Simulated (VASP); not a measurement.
Crystal: Ga3Se.

```
CELL_PARAMETERS angstrom
4.49079 0.00000 0.00000
0.00000 4.49079 0.00000
0.00000 0.00000 4.49079
ATOMIC_POSITIONS crystal
Se 0.00000 0.00000 0.00000
Ga 0.50000 0.50000 0.00000
Ga 0.50000 0.00000 0.50000
Ga 0.00000 0.50000 0.50000
```

Base run:

```yaml
Program: VASP 6.6.1
Functional: r2SCAN
Potentials_or_basis: VASP PAW PBE potentials, release 64 (Se, Ga_d)
Cutoff: 520 eV
k_mesh: 6 × 6 × 6
Occupations: fermi-dirac, width 0.05 eV
Spin: no spin polarisation
```

Its results: pressure -2.8 GPa.

**Question.** After a change of settings the same cell gave: pressure -5.9 GPa. Which change was it?
A. functional from r2SCAN to LDA; potentials or basis from VASP PAW PBE potentials, release 64 (Se, Ga_d) to VASP PAW LDA potentials, release 64 (Se, Ga_d)
B. functional from r2SCAN to PBE; further incar settings from ALGO = Normal; EDIFF = 1e-06; NBANDS = 30 to ALGO = Normal; EDIFF = 1e-07; NBANDS = 30
C. functional from r2SCAN to PBEsol; further incar settings from ALGO = Normal; EDIFF = 1e-06; NBANDS = 30 to ALGO = Normal; EDIFF = 1e-07; NBANDS = 30

**Answer.** A.

Caveats: the PAW data sets were made with another functional, which shifts forces and pressure a little (some runs).
